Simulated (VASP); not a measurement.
**TiO2 (Rutile): single point with PBE**

**What was measured.**

“Shallow Valence Band of Rutile GeO2 and P-type Doping”, 2020, arxiv:2011.08928 quotes, for a bulk crystal of TiO2 at 1.6 K: band gap 3.03 eV (direct).

The system is TiO2 (Rutile).

```
Ti O
1.0
     4.64326    0.00000    0.00000
     0.00000    4.64326    0.00000
     0.00000    0.00000    2.96390
Ti O
2 4
Direct
  0.00000 0.00000 0.00000
  0.50000 0.50000 0.50000
  0.30513 0.30513 0.00000
  0.19487 0.80513 0.50000
  0.69487 0.69487 0.00000
  0.80513 0.19487 0.50000
```

| Item | Value |
| --- | --- |
| Program | VASP 6.6.1 |
| Task | single point |
| Functional | PBE |
| Potentials or basis | VASP PAW PBE potentials, release 64 (Ti_sv, O) |
| Cutoff | 520 eV |
| k mesh | 6 × 6 × 8 |
| Occupations | fermi-dirac, width 0.02 eV |
| Spin | no spin polarisation |

| Quantity | Value |
| --- | --- |
| Pressure | 0.7 GPa |
| Largest force | 0.029 eV/Å |
| Band gap on the k mesh | 1.83 eV, direct |

Forces in eV/Å, atoms in the order of the input:
```
Ti   0.000  0.000  0.000
Ti   0.000  0.000  0.000
O   -0.020 -0.020  0.000
O    0.020 -0.020  0.000
O    0.020  0.020  0.000
O   -0.020  0.020  0.000
```

Stress tensor (GPa, compression positive):
```
0.56 0.00 0.00
0.00 0.56 0.00
0.00 0.00 0.88
```

Levels at points of the mesh, in eV from the valence-band top:
| k point | band 21 | band 22 | band 23 | band 24 | band 25 | band 26 | band 27 | band 28 |
| --- | --- | --- | --- | --- | --- | --- | --- | --- |
| (0.00, 0.00, 0.00) | -0.67 | -0.43 | -0.43 | 0.00 | 1.83 | 2.12 | 2.39 | 2.46 |
| (0.50, 0.00, 0.00) | -1.55 | -1.55 | -0.71 | -0.71 | 2.48 | 2.48 | 2.95 | 2.95 |
| (0.50, 0.50, 0.00) | -1.24 | -1.24 | -1.04 | -1.04 | 1.87 | 1.87 | 2.48 | 2.48 |
| (0.00, 0.00, 0.50) | -2.23 | -2.23 | -1.40 | -1.40 | 2.88 | 2.88 | 3.14 | 3.14 |
| (0.50, 0.00, 0.50) | -1.99 | -1.99 | -0.98 | -0.98 | 1.88 | 1.88 | 3.16 | 3.16 |
| (0.50, 0.50, 0.50) | -1.21 | -1.21 | -0.67 | -0.67 | 2.53 | 2.53 | 3.15 | 3.15 |

It took 44 s on 1 thread of Intel(R) Xeon(R) 6975P-C (Granite Rapids), with other jobs on the host, peak memory 0.22 GiB.

Against the measured gap of TiO2, 3.03 eV (direct; 1.6 K; quoted in “Shallow Valence Band of Rutile GeO2 and P-type Doping”, 2020, arxiv:2011.08928), the calculated 1.83 eV is off by -1.20 eV. 2 values of this kind are on record in papers (3.03 to 3.05 eV); this one was drawn at random among those near their median. The value is that of PBE on a finite k mesh, which can miss the band edges, without temperature or zero-point motion. Semilocal functionals fall short of measured gaps as a rule.
